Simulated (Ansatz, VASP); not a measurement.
# Two plane-wave programs on GaN

POSCAR

```
GaN
1.0
    3.0876548948      0.0000000000      0.0000000000
   -1.5438274474      2.6739875771      0.0000000000
    0.0000000000      0.0000000000      5.0281164724
Ga N
2 2
Direct
    0.3333333333      0.6666666667     -0.0007689437
    0.6666666667      0.3333333333      0.4992310563
    0.3333333333      0.6666666667      0.3757689437
    0.6666666667      0.3333333333      0.8757689437
```

INCAR.step1

```
PREC = Accurate ; ENCUT = 520
ISMEAR = 0 ; SIGMA = 0.01
LREAL = F ; LASPH = T
NELM = 150 ; LNONCOLLINEAR = T
MAGMOM = 0 0 0 0 0 0 0 0 0 0 0 0 ; LSORBIT = T
GGA_COMPAT = F ; NBANDS = 50
GGA = PE ; ALGO = Normal
EDIFF = 1E-4 ; LWAVE = T
LCHARG = F
```

The input INCAR.step2:

```
PREC = Accurate ; ENCUT = 520
EDIFF = 1E-7 ; ISMEAR = 0
SIGMA = 0.01 ; LREAL = F
LASPH = T ; NELM = 150
ALGO = Normal ; ISIF = 2
LWAVE = F ; LCHARG = F
LNONCOLLINEAR = T ; MAGMOM = 0 0 0 0 0 0 0 0 0 0 0 0
LORBIT = 11 ; LSORBIT = T
GGA_COMPAT = F ; LORBMOM = T
METAGGA = R2SCAN ; LMIXTAU = T
NBANDS = 50 ; ISTART = 1
```

KPOINTS

```
Automatic mesh
0
Gamma
  12 12 6
```

Input for Ansatz:

```yaml
crystal:
  lattice:
    - [3.0876548948, 0.0, 0.0]
    - [-1.5438274474, 2.6739875771, 0.0]
    - [0.0, 0.0, 5.0281164724]
  atoms:
    - { symbol: Ga, position: [0.3333333333, 0.6666666667, -0.0007689437] }
    - { symbol: Ga, position: [0.6666666667, 0.3333333333, 0.4992310563] }
    - { symbol: "N", position: [0.3333333333, 0.6666666667, 0.3757689437] }
    - { symbol: "N", position: [0.6666666667, 0.3333333333, 0.8757689437] }
kpoints:
  mp_grid: { grid: [12, 12, 6] }
  band_path:
    path:
      - [0.0, 0.0, 0.0]
      - [0.5, 0.0, 0.0]
      - [0.3333333333, 0.3333333333, 0.0]
      - [0.0, 0.0, 0.5]
      - [0.5, 0.0, 0.5]
      - [0.3333333333, 0.3333333333, 0.5]
    npoints: 1
hamiltonian:
  xc: r2scan
scf:
  occupations: { method: fixed }
  n_extra_bands: 10
magnetization:
  noncollinear: true
  spin_orbit: true
output:
  forces: true
  stress: true
  eigenvalues: true
```

Change from the starting cell: hydrostatic strain -3.0%.

Alike in both runs: task single point; functional r2SCAN; k mesh 12 × 12 × 6; non-collinear spin, spin-orbit coupling.

|  | VASP | Ansatz |
| --- | --- | --- |
| version | VASP 6.6.1 | Ansatz 0.2.0 |
| potentials or method | VASP PAW PBE potentials, release 64 (Ga_d, N) | plane waves, PAW |
| plane-wave cutoff (eV) | 520 | 500 |
| occupations | gaussian, width 0.01 eV | fixed |
| valence electrons in the cell | 36 | 36 |

Ansatz gave:

```
pressure (GPa)                                                : 21.9
traceless stress, the component that is largest in VASP (GPa) : 0.06
```

Problem. Estimate VASP's values.

Solution. Pressure (GPa): 23.3; traceless stress, the component that is largest in VASP (GPa): 0.06.

VASP's potentials were made for PBE, not for r2SCAN.
